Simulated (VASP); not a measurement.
## Al: single point with BLYP

Al:

```
CELL_PARAMETERS angstrom
2.67173 0.00000 0.00000
0.00000 2.67173 0.00000
0.00000 0.00000 2.67173
ATOMIC_POSITIONS crystal
Al 0.00000 0.00000 0.00000
```

This cell differs from its parent crystal: volume scaled by 0.88.

```
Program             : VASP 6.6.1
Task                : single point
Functional          : BLYP
Potentials or basis : VASP PAW PBE potentials, release 64 (Al)
Cutoff              : 520 eV
k mesh              : 13 × 13 × 13
Occupations         : fermi-dirac, width 0.1 eV
Spin                : no spin polarisation
```

```json
{"Pressure": "7.1 GPa"}
```

Levels at points of the mesh, in eV from the Fermi level:
```csv
k point,band 1,band 2,band 3,band 4
"(0.00, 0.00, 0.00)",-9.83,8.11,8.11,9.49
```

It took 7.3 s on 1 thread of AMD EPYC 7R43 64-Core Processor (Zen 3) (shared host), peak memory 0.08 GiB.

Caveat: the PAW data sets were made with another functional, which shifts forces and pressure a little.
